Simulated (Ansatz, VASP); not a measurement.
**Two plane-wave programs on Cu**

The input INCAR:

```
SYSTEM = Cu
ALGO = Normal ; EDIFF = 1E-6
ENCUT = 520 ; GGA = PS
ISIF = 2 ; ISMEAR = -1
LASPH = .True. ; LCHARG = .True.
LELF = .True. ; LREAL = .False.
LVHAR = .True. ; LWAVE = .False.
NBANDS = 18 ; NELM = 80
PREC = Accurate ; SIGMA = 0.1
```

KPOINTS

```
k-points
0
Gamma
  16 16 9
  0 0 0
```

POSCAR

```
Cu
1.0
    2.4495345969      0.0000000000      0.0000000000
   -1.2247672984      2.1213591884      0.0000000000
    0.0000000000      0.0000000000      4.0113359705
Cu
2
Direct
    0.3333333333      0.6666666667      0.2500000000
    0.6666666667      0.3333333333      0.7500000000
```

Input for Ansatz:

```yaml
crystal:
  lattice:
    - [2.4495345969, 0.0, 0.0]
    - [-1.2247672984, 2.1213591884, 0.0]
    - [0.0, 0.0, 4.0113359705]
  atoms:
    - { symbol: Cu, position: [0.3333333333, 0.6666666667, 0.25] }
    - { symbol: Cu, position: [0.6666666667, 0.3333333333, 0.75] }
hamiltonian:
  xc: pbesol
  pseudopotentials:
    kind: paw
    azcp:
      Cu: "pseudopotentials/Cu.paw.azcp"
basis:
  ecutwfc: 420
  fft_grid_basis: typed
kpoints:
  mp_grid: { grid: [16, 16, 9], shift: [0, 0, 0] }
magnetization:
  spin_polarized: false
scf:
  occupations: { method: fermi_dirac, width: 0.1 }
  lower_state_search: "off"
output:
  stress: true
```

Alike in both runs: task single point; functional PBEsol; k mesh 16 × 16 × 9; occupations fermi-dirac, width 0.1 eV; no spin polarisation.

```csv
,VASP,Ansatz
version,VASP 6.6.1,Ansatz 0.2.0
potentials or method,"VASP PAW PBE potentials, release 64 (Cu), cutoff 520 eV","plane waves (420 eV) with PAW, scalar-relativistic"
valence electrons in the cell,22,38
```

VASP gave:

| Item | Value |
| --- | --- |
| pressure (GPa) | 17.8 |
| traceless stress, the component that is largest in VASP (GPa) | -0.19 |

Problem. Estimate Ansatz's values.

Solution. Pressure (GPa): 17.1; traceless stress, the component that is largest in VASP (GPa): -0.14.

VASP's potentials were made for PBE, not for PBEsol, and Ansatz warns of the same on its side. With one functional, cell and mesh, what is left measures potentials, basis and numerics. VASP's potentials hold 22 valence electrons a cell and Ansatz's 38, so a difference there can come from the potentials and not from the codes.
